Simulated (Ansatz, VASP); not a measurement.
**ZnSnN2 in VASP and in Ansatz**

The input INCAR:

```
SYSTEM = ZnSnN2
ALGO = Normal ; EDIFF = 1E-6
ENCUT = 520 ; GGA = PE
ISIF = 2 ; ISMEAR = -1
LASPH = .True. ; LCHARG = .True.
LELF = .True. ; LREAL = .False.
LVHAR = .True. ; LWAVE = .False.
NBANDS = 46 ; NELM = 100
PREC = Accurate ; SIGMA = 0.02
```

KPOINTS

```
k-points
0
Gamma
  8 8 4
  0 0 0
```

POSCAR

```
ZnSnN2
1.0
    3.1549593304      0.0000000000      0.0000000000
    0.0000000000      3.1549593304      0.0000000000
    0.0000000000      0.0000000000      9.1152605719
Zn N Sn
2 4 2
Direct
    0.5000000000      0.0000000000      0.9014799894
    0.0000000000      0.5000000000      0.0985200106
    0.5000000000      0.0000000000      0.1338178080
    0.0000000000      0.5000000000      0.3971487651
    0.5000000000      0.0000000000      0.6028512349
    0.0000000000      0.5000000000      0.8661821920
    0.5000000000      0.0000000000      0.3591046631
    0.0000000000      0.5000000000      0.6408953369
```

Input for Ansatz:

```yaml
crystal:
  lattice:
    - [3.1549593304, 0.0, 0.0]
    - [0.0, 3.1549593304, 0.0]
    - [0.0, 0.0, 9.1152605719]
  atoms:
    - { symbol: Zn, position: [0.5, 0.0, 0.9014799894] }
    - { symbol: "N", position: [0.5, 0.0, 0.133817808] }
    - { symbol: Zn, position: [0.0, 0.5, 0.0985200106] }
    - { symbol: "N", position: [0.0, 0.5, 0.3971487651] }
    - { symbol: Sn, position: [0.5, 0.0, 0.3591046631] }
    - { symbol: "N", position: [0.5, 0.0, 0.6028512349] }
    - { symbol: Sn, position: [0.0, 0.5, 0.6408953369] }
    - { symbol: "N", position: [0.0, 0.5, 0.866182192] }
kpoints:
  mp_grid: { grid: [8, 8, 4] }
  band_path:
    path:
      - [[0.0, 0.0, 0.0], [-2.29308209175e-53, 0.5, 0.0], [0.5, 0.5, 0.0], [0.0, 0.0, 0.0], [0.0, 0.0, 0.5], [-2.29308209175e-53, 0.5, 0.5], [0.5, 0.5, 0.5], [0.0, 0.0, 0.5]]
      - [[-2.29308209175e-53, 0.5, 0.0], [-2.29308209175e-53, 0.5, 0.5]]
      - [[0.5, 0.5, 0.0], [0.5, 0.5, 0.5]]
    npoints: 10
hamiltonian:
  xc: pbe
scf:
  occupations: { method: fermi_dirac, width: 0.02 }
  n_extra_bands: 6
output:
  forces: true
  stress: true
  eigenvalues: true
```

Alike in both runs: task single point; functional PBE; k mesh 8 × 8 × 4; occupations fermi-dirac, width 0.02 eV; no spin polarisation.

|  | VASP | Ansatz |
| --- | --- | --- |
| version | VASP 6.6.1 | Ansatz 0.2.0 |
| potentials or method | VASP PAW PBE potentials, release 64 (Zn, N, Sn_d) | plane waves, PAW |
| plane-wave cutoff (eV) | 520 | 420 |
| valence electrons in the cell | 72 | 72 |

VASP gave:

```
pressure (GPa)                     : 6.8
rms of the force components (eV/Å) : 0.037
```

Problem. What did Ansatz give for the same quantities?

Solution. Pressure (GPa): 6.4; rms of the force components (eV/Å): 0.041.
